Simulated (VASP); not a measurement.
# Pb (Pm-3m) in VASP: relaxation of cell and atoms with PBE

Aim: the relaxation of cell and atoms of Pb with PBE.

Everything below comes from runs of VASP 6.6.1. Logs are shortened: lines on timing, memory, paths and dates and some standing lists are left out, and cuts for length are marked.

## Step 1: The cell of the first run

It takes space group Pm-3m (No. 221, cubic). Conventional cell: a = 3.252 Å, b = 3.252 Å, c = 3.252 Å, α = 90.00°, β = 90.00°, γ = 90.00°. Pb (site symmetry m-3m) has 6 Pb at 3.25 Å within 4.3 Å.

## Step 2: Relaxation of cell and atoms, PBE

INCAR reads:

```
PREC = Accurate ; ENCUT = 600
EDIFF = 1E-7 ; ISMEAR = -1
SIGMA = 0.05 ; LREAL = F
LASPH = T ; NELM = 60
ALGO = Normal ; ISIF = 3
LWAVE = F ; LCHARG = F
GGA = PE ; IBRION = 2
NSW = 45 ; EDIFFG = -0.005
```

KPOINTS reads:

```
Automatic mesh
0
Gamma
  13 13 13
```

POSCAR reads:

```
Pb
1.0
    3.2517279273      0.0000000000      0.0000000000
    0.0000000000      3.2517279273      0.0000000000
    0.0000000000      0.0000000000      3.2517279273
Pb
1
Direct
    0.0000000000      0.0000000000      0.0000000000
```

Potentials or basis: VASP PAW PBE potentials, release 64 (Pb_d).

The run is started by

```bash
> cat potpaw_PBE.64/Pb_d/POTCAR > POTCAR
> mpirun -np 1 vasp_std > vasp.out
```

OUTCAR:

```text
PREC = Accurate
   ENCUT = 600
   EDIFF = 1E-7
   ISMEAR = -1
   LREAL = F
   LASPH = T
   NELM = 60
   ISIF = 3
   GGA = PE
   IBRION = 2
   NSW = 45
   EDIFFG = -0.005

 ion  position               nearest neighbor table
   1  0.000  0.000  0.000-

  LATTYP: Found a simple cubic cell.
 ALAT       =     3.2517279273

  Lattice vectors:

 A1 = (   3.2517279273,   0.0000000000,   0.0000000000)
 A2 = (   0.0000000000,   3.2517279273,   0.0000000000)
 A3 = (   0.0000000000,   0.0000000000,   3.2517279273)

Analysis of symmetry for initial positions (statically):
=====================================================================
 Subroutine PRICEL returns:
 Original cell was already a primitive cell.

 Routine SETGRP: Setting up the symmetry group for a
 simple cubic supercell.

 Subroutine GETGRP returns: Found 48 space group operations
 (whereof 48 operations were pure point group operations)
 out of a pool of 48 trial point group operations.

The static configuration has the point symmetry O_h .

Analysis of symmetry for dynamics (positions and initial velocities):
=====================================================================
 Subroutine PRICEL returns:
 Original cell was already a primitive cell.

 Routine SETGRP: Setting up the symmetry group for a
 simple cubic supercell.

 Subroutine GETGRP returns: Found 48 space group operations
 (whereof 48 operations were pure point group operations)
 out of a pool of 48 trial point group operations.

The dynamic configuration has the point symmetry O_h .

 Subroutine INISYM returns: Found 48 space group operations
 (whereof 48 operations are pure point group operations),
 and found     1 'primitive' translations

----------------------------------------------------------------------------------------

                                     Primitive cell

  volume of cell :      34.3829

  direct lattice vectors                    reciprocal lattice vectors
     3.251727927  0.000000000  0.000000000     0.307528804  0.000000000  0.000000000
     0.000000000  3.251727927  0.000000000     0.000000000  0.307528804  0.000000000
     0.000000000  0.000000000  3.251727927     0.000000000  0.000000000  0.307528804

  length of vectors
     3.251727927  3.251727927  3.251727927     0.307528804  0.307528804  0.307528804

  position of ions in fractional coordinates (direct lattice)
     0.000000000  0.000000000  0.000000000

  ion indices of the primitive-cell ions
   primitive index   ion index
                 1           1

----------------------------------------------------------------------------------------

 KPOINTS: Automatic mesh

Automatic generation of k-mesh.
 Grid dimensions read from file:
 generate k-points for:   13   13   13

 Generating k-lattice:

  Cartesian coordinates                     Fractional coordinates (reciprocal lattice)
     0.023656062  0.000000000  0.000000000     0.076923077  0.000000000  0.000000000
     0.000000000  0.023656062  0.000000000     0.000000000  0.076923077  0.000000000
     0.000000000  0.000000000  0.023656062     0.000000000  0.000000000  0.076923077

  Length of vectors
     0.023656062  0.023656062  0.023656062

  Shift w.r.t. Gamma in fractional coordinates (k-lattice)
     0.000000000  0.000000000  0.000000000

 Subroutine IBZKPT returns following result:
 ===========================================

 Found     84 irreducible k-points:

 Following reciprocal coordinates:
            Coordinates               Weight
  0.000000  0.000000  0.000000      1.000000
  0.076923  0.000000  0.000000      6.000000
  0.153846  0.000000  0.000000      6.000000
  0.230769  0.000000  0.000000      6.000000
  0.307692  0.000000  0.000000      6.000000
  0.384615  0.000000  0.000000      6.000000
[... 16 lines left out ...]
  0.307692  0.307692  0.000000     12.000000
  0.384615  0.307692  0.000000     24.000000
 [... further k-points ...]
   k-points           NKPTS =     84   k-points in BZ     NKDIM =     84   number of bands    NBANDS=     11
   number of dos      NEDOS =    301   number of ions     NIONS =      1
   total plane-waves  NPLWV =  21952
   dimension x,y,z NGX =    28 NGY =   28 NGZ =   28
   dimension x,y,z NGXF=    56 NGYF=   56 NGZF=   56
   ions per type =               1
   NGX,Y,Z   is equivalent  to a cutoff of  14.32, 14.32, 14.32 a.u.
   NGXF,Y,Z  is equivalent  to a cutoff of  28.63, 28.63, 28.63 a.u.
 SYSTEM =  unknown system
   PREC   = accura    normal or accurate (medium, high low for compatibility)
   ISTART =      0    job   : 0-new  1-cont  2-samecut
   ICHARG =      2    charge: 1-file 2-atom 10-const
   ISPIN  =      1    spin polarized calculation?
   LNONCOLLINEAR =      F non collinear calculations
   LSORBIT =      F    spin-orbit coupling
   LASPH  =      T    aspherical Exc in radial PAW
   ENCUT  =  600.0 eV  44.10 Ry    6.64 a.u.   6.49  6.49  6.49*2*pi/ulx,y,z
   NELM   =     60;   NELMIN=  2; NELMDL= -5     # of ELM steps
   EDIFF  = 0.1E-06   stopping-criterion for ELM
   LREAL  =      F    real-space projection
   EDIFFG = -.5E-02   stopping-criterion for IOM
   NSW    =     45    number of steps for IOM
   IBRION =      2    ionic relax: 0-MD 1-quasi-New 2-CG
   NFREE  =      1    steps in history (QN), initial steepest desc. (CG)
   ISIF   =      3    stress and relaxation
   ISYM   =      2    0-nonsym 1-usesym 2-fastsym
   POTIM  = 0.5000    time-step for ionic-motion
   TEBEG  =    0.0;   TEEND  =   0.0 temperature during run
   PSTRESS=    0.0 pullay stress
   NELECT =      14.0000    total number of electrons
   NUPDOWN=      -1.0000    fix difference up-down
   EMIN   =  10.00;   EMAX   =-10.00  energy-range for DOS
   EFERMI =   0.00;   METHOD = LEGACY
   ISMEAR =    -1;   SIGMA  =   0.05  broadening in eV -4-tet -1-fermi 0-gaus
   EFERMI_NEDOS =   21; number of points for ismear=-14 and -15
   IALGO  =     38    algorithm
   IMIX   =      4    mixing-type and parameters
     AMIX     =   0.40;   BMIX     =  1.00
     AMIX_MAG =   1.60;   BMIX_MAG =  1.00
  volume/ion in A,a.u.               =      34.38       232.03
  Fermi-wavevector in a.u.,A,eV,Ry     =   1.213398  2.292990 20.032333  1.472335
  Thomas-Fermi vector in A             =   2.348851
   LORBIT       =      0    0 simple, 1 ext, 2 COOP (PROOUT), +10 PAW based schemes
   GGA     = PE    functional components
   LHFCALC =     F    Hartree Fock is set to
   AEXX    =    0.0000 exact exchange contribution
   IVDW    =     0    specifies the selected vdW correction
   LEPSILON=     F    determine dielectric tensor
   LRPA    =     F    only Hartree local field effects (RPA)
 conjugate gradient relaxation of ions
 non-spin polarized calculation
  energy-cutoff  :      600.00
  volume of cell :       34.38
 maximum number of plane-waves:      1189
 NGX is ok and might be reduce to    28
   NGX = 13   NGY = 13   NGZ = 13

 number of electron      13.9999998 magnetization

 Free energy of the ion-electron system (eV)
  ---------------------------------------------------
  ext. energy  EPLUGINS =         0.00000000
  ---------------------------------------------------
  free energy    TOTEN  =        -3.37968689 eV

  energy without entropy =       -3.37399567  energy(sigma->0) =       -3.37684128

 E-fermi :   5.7432     XC(G=0):  -9.4876

 val. band max:        5.7279854937   @ k =   0.4615   0.4615   0.3846
 cond. band min:       5.7826195097   @ k =   0.3077   0.3077   0.1538
 fundamental gap:      0.0546340160
 Fermi energy:         5.7431843631

 k-point     1 :       0.0000    0.0000    0.0000
  band No.  band energies     occupation
      1     -11.4581      2.00000
      2     -11.4581      2.00000
      3     -10.9141      2.00000
      4     -10.9141      2.00000
      5     -10.9141      2.00000
      6      -5.3725      2.00000
      7      10.5759      0.00000
      8      10.5759      0.00000
      9      10.5759      0.00000
     10      13.4093      0.00000
     11      14.9150      0.00000

 k-point     2 :       0.0769    0.0000    0.0000
  band No.  band energies     occupation
      1     -11.4565      2.00000
      2     -11.4344      2.00000
      3     -10.9225      2.00000
      4     -10.9225      2.00000
      5     -10.9134      2.00000
      6      -5.2915      2.00000
      7       9.4984      0.00000
      8      10.6701      0.00000
      9      10.6701      0.00000
     10      13.8031      0.00000
     11      14.9635      0.00000

 k-point     3 :       0.1538    0.0000    0.0000
  band No.  band energies     occupation
      1     -11.4520      2.00000
      2     -11.3690      2.00000
      3     -10.9459      2.00000
      4     -10.9459      2.00000
      5     -10.9114      2.00000
      6      -5.0496      2.00000
      7       7.6651      0.00000
      8      10.9438      0.00000
      9      10.9438      0.00000
     10      14.1316      0.00000
     11      15.1097      0.00000

 k-point     4 :       0.2308    0.0000    0.0000
  band No.  band energies     occupation
      1     -11.4456      2.00000
      2     -11.2777      2.00000
      3     -10.9787      2.00000
      4     -10.9787      2.00000
      5     -10.9087      2.00000
      6      -4.6535      2.00000
      7       5.8330      0.28437
      8      11.3686      0.00000
      9      11.3686      0.00000
     10      14.4722      0.00000
     11      15.3550      0.00000
[... 239 lines left out ...]
 k-point    22 :       0.4615    0.2308    0.0000
  band No.  band energies     occupation
      1     -11.3187      2.00000
      2     -11.1488      2.00000
      3     -11.0499      2.00000
      4     -10.9643      2.00000
      5     -10.9502      2.00000
      6      -2.4416      2.00000
      7       2.7235      2.00000
      8       8.0369      0.00000
      9      12.4511      0.00000
     10      13.6129      0.00000
     11      17.0036      0.00000

 k-point    23 :       0.3077    0.3077    0.0000
  band No.  band energies     occupation
      1     -11.3052      2.00000
      2     -11.1405      2.00000
      3     -11.0040      2.00000
      4     -11.0009      2.00000
      5     -10.9908      2.00000
      6      -2.9197      2.00000
      7       5.3830      1.99851
      8       5.4450      1.99488
      9      12.9147      0.00000
     10      13.2652      0.00000
     11      16.3011      0.00000

 k-point    24 :       0.3846    0.3077    0.0000
  band No.  band energies     occupation
      1     -11.2878      2.00000
      2     -11.1766      2.00000
      3     -11.0302      2.00000
      4     -10.9993      2.00000
      5     -10.9144      2.00000
      6      -2.3580      2.00000
      7       4.0443      2.00000
      8       5.9417      0.03701
      9      11.7856      0.00000
     10      13.8107      0.00000
     11      16.8249      0.00000

 [... further k-points ...]

------------------------ aborting loop because EDIFF is reached ----------------------------------------

  FORCE on cell =-STRESS in cart. coord.  units (eV):
  Direction    XX          YY          ZZ          XY          YZ          ZX
  --------------------------------------------------------------------------------------
  -------------------------------------------------------------------------------------
  Total        0.0000933      0.0000933      0.0000933     -0.0000000      0.0000000      0.0000000
  in kB        0.0043469      0.0043469      0.0043469     -0.0000000      0.0000000      0.0000000
  external PRESSURE =       0.0043469 kB  Pullay stress =       0.0000000 kB

 VOLUME and BASIS-vectors are now :
 -----------------------------------------------------------------------------
  energy-cutoff  :      600.00
  volume of cell :       34.38
      direct lattice vectors                 reciprocal lattice vectors
     3.251727927  0.000000000  0.000000000     0.307528804  0.000000000  0.000000000
     0.000000000  3.251727927  0.000000000     0.000000000  0.307528804  0.000000000
     0.000000000  0.000000000  3.251727927     0.000000000  0.000000000  0.307528804

 POSITION                                       TOTAL-FORCE (eV/Angst)
 -----------------------------------------------------------------------------------
      0.00000      0.00000      0.00000         0.000000      0.000000      0.000000
 -----------------------------------------------------------------------------------
    total drift:                                0.000000      0.000000     -0.000000

  FREE ENERGIE OF THE ION-ELECTRON SYSTEM (eV)
  ---------------------------------------------------
  free  energy   TOTEN  =        -3.3796868904 eV

  energy  without entropy=       -3.3739956679  energy(sigma->0) =       -3.37684128

 reached required accuracy - stopping structural energy minimisation
```

Run time: 19 s. Hardware: 1 thread of AMD EPYC 9R45 (Zen 5), shared host; peak memory 0.15 GiB.

Results:

```yaml
Free_energy: -3.3797 eV
Pressure_after_relaxing: 0.0 GPa
Band_gap_on_the_k_mesh: zero (band 7 reaches 10.58 eV, above the bottom of band 8 at 4.06 eV)
```

Final structure:
```
Pb
1.0
     3.25173    0.00000    0.00000
     0.00000    3.25173    0.00000
     0.00000    0.00000    3.25173
Pb
1
Direct
  0.00000 0.00000 0.00000
```

Caveat: the relaxation stopped at its first step, so nothing moved; spin-orbit coupling is left out, which moves the levels of the heavy elements.
